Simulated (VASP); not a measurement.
A run of VASP 6.6.1 is set up as follows.

INCAR

```
PREC     = Accurate       # precision mode
ENCUT    = 600            # plane-wave cutoff, eV
EDIFF    = 1E-6           # SCF threshold, eV
ISMEAR   = -1             # smearing method
SIGMA    = 0.1            # smearing width, eV
LREAL    = False          # projectors in reciprocal space
LASPH    = True           # aspherical terms in the spheres
NELM     = 120            # most SCF steps
ALGO     = Normal         # electronic algorithm
ISIF     = 2              # what is computed and relaxed
LWAVE    = False          # write WAVECAR
LCHARG   = False          # write CHGCAR
GGA      = PE             # functional
NBANDS   = 15             # bands
GGA_COMPAT= False
```

File KPOINTS:

```
regular mesh
0
Gamma
  8 8 8
```

File POSCAR:

```
TiC
1.0
    0.0000000000      2.1593000000      2.1593000000
    2.1593000000      0.0000000000      2.1593000000
    2.1593000000      2.1593000000      0.0000000000
Ti C
1 1
Direct
    0.0000000000      0.0000000000      0.0000000000
    0.5000000000      0.5000000000      0.5000000000
```

Potentials or basis: VASP PAW PBE potentials, release 64 (Ti_sv, C).

The run is started by

```console
$ cat potpaw_PBE.64/Ti_sv/POTCAR potpaw_PBE.64/C/POTCAR > POTCAR
$ mpirun -np 1 vasp_std > vasp.out
```

Q: Predict the pressure.

A: 2.7 GPa.

Q: What does it give for the band gap on the k mesh?

A: Zero (band 8 reaches 10.21 eV, above the bottom of band 9 at 9.11 eV).
